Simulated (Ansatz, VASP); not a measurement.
One calculation of InGaAs2, two programs

Contents of INCAR:

```
ALGO = Normal
EDIFF = 1E-6
EDIFFG = -0.005
ENCUT = 600
GGA = CA
IBRION = 2
ISIF = 3
ISMEAR = 0
LASPH = T
LCHARG = F
LREAL = F
LWAVE = F
NELM = 80
NSW = 100
PREC = Accurate
SIGMA = 0.1
```

Contents of KPOINTS:

```
k-points
0
Gamma
  10 10 8
```

File POSCAR:

```
InGaAs2
1.0
    4.2250012014      0.0000000000      0.0000000000
    0.0000000000      4.2250012014      0.0000000000
    0.0000000000      0.0000000000      5.9621480000
In Ga As
1 1 2
Direct
    0.0000000000      0.0000000000      0.5000000000
    0.5000000000      0.5000000000      0.0000000000
    0.5000000000      0.0000000000      0.7684750000
    0.0000000000      0.5000000000      0.2315250000
```

Input for Ansatz:

```yaml
crystal:
  lattice:
    - [4.2250012014, 0.0, 0.0]
    - [0.0, 4.2250012014, 0.0]
    - [0.0, 0.0, 5.962148]
  atoms:
    - { symbol: In, position: [0.0, 0.0, 0.5] }
    - { symbol: Ga, position: [0.5, 0.5, 0.0] }
    - { symbol: As, position: [0.5, 0.0, 0.768475] }
    - { symbol: As, position: [0.0, 0.5, 0.231525] }
basis:
  ecutwfc: 420
kpoints:
  mp_grid: { grid: [10, 10, 8] }
hamiltonian:
  xc: lda
  pseudopotentials: { kind: paw }
scf:
  occupations: { method: gaussian, width: 0.1 }
output:
  forces: true
  stress: true
  eigenvalues: true
  write_density: true
  write_potential: true
  elf: true
  volumetric_format: npy
relax:
  adjacent_minimum: "off"
  f_tol: 0.005
  max_steps: 80
  cell: { stress_tol: 0.05 }
```

Alike in both runs: task relaxation of cell and atoms; functional LDA; k mesh 10 × 10 × 8; occupations gaussian, width 0.1 eV; no spin polarisation.

|  | VASP | Ansatz |
| --- | --- | --- |
| version | VASP 6.6.1 | Ansatz 0.2.0 |
| potentials or method | VASP PAW LDA potentials, release 64 (In_d, Ga_d, As), cutoff 600 eV | scalar-relativistic, plane waves, PAW |
| valence electrons in the cell | 36 | 56 |

```tsv
	VASP	Ansatz	Ansatz less VASP
gap on the k mesh at the Fermi level, each at its own relaxed structure (eV)	none	none	-
relaxed volume (Å³/atom)	24.67	24.59	-0.077
relaxed cell length with the largest relative difference (Å)	4.107	4.103	-0.0047
```

LDA's correlation is that of Perdew and Zunger in VASP and of Perdew and Wang (1992) in Ansatz. A gap of «none» marks a metal or a gap that the smearing closes. VASP's potentials hold 36 valence electrons a cell and Ansatz's 56, so a difference there can come from the potentials and not from the codes.
